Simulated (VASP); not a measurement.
Here is a VASP 6.6.1 calculation.

Contents of INCAR:

```
SYSTEM = TiO2
PREC = Accurate
ENCUT = 520
EDIFF = 1E-6
ISMEAR = -1
SIGMA = 0.3
LREAL = .FALSE.
LASPH = .TRUE.
NELM = 60
ALGO = Normal
ISIF = 2
LWAVE = .FALSE.
LCHARG = .FALSE.
GGA = PS
NBANDS = 60
```

The input KPOINTS:

```
Automatic mesh
0
G
  3 3 1
  0 0 0
```

File POSCAR:

```
TiO2
1.0
    3.9655050000      0.0000000000      0.0000000000
    0.0000000000      3.9655050000      0.0000000000
    0.0000000000      0.0000000000      9.9677180000
Ti O
4 8
Direct
    0.1750596708      0.0902785396      0.0879940624
   -0.0171983140      0.5891809492      0.3161606297
    0.5257842318      0.5994192417      0.5942082230
    0.6421628519      0.0648593307      0.8380955400
    0.0425418705      0.0931028961      0.2585546662
    0.0130626490      0.5781104803      0.4945966569
    0.1517335119      0.5390486205      0.1326381826
    0.1864831844      0.0200731054      0.8557023784
    0.6989778099      0.5831539741      0.7582076459
    0.6293271601      0.1409908700      1.0171535752
    0.4873275913      0.0403731681      0.6332342067
    0.5255824920      0.6442054669      0.3431276848
```

Potentials or basis: VASP PAW PBE potentials, release 64 (Ti_sv, O).

Command:

```sh
$ cat potpaw_PBE.64/Ti_sv/POTCAR potpaw_PBE.64/O/POTCAR > POTCAR
$ mpirun -np 1 vasp_std > vasp.out
```

Q: Estimate the pressure.

A: -9.2 GPa.

Q: Predict the largest force.

A: 3.764 eV/Å.

Q: What does it give for the band gap on the k mesh?

A: 2.01 eV, direct.

Stress tensor (GPa, compression positive):
```
-15.84   0.99   3.10
  0.99 -12.35  -3.67
  3.10  -3.67   0.52
```

Caveat: the k points lie up to 0.63 Å⁻¹ apart; the PAW data sets were made with another functional, which shifts forces and pressure a little. A k mesh can miss the band edges.
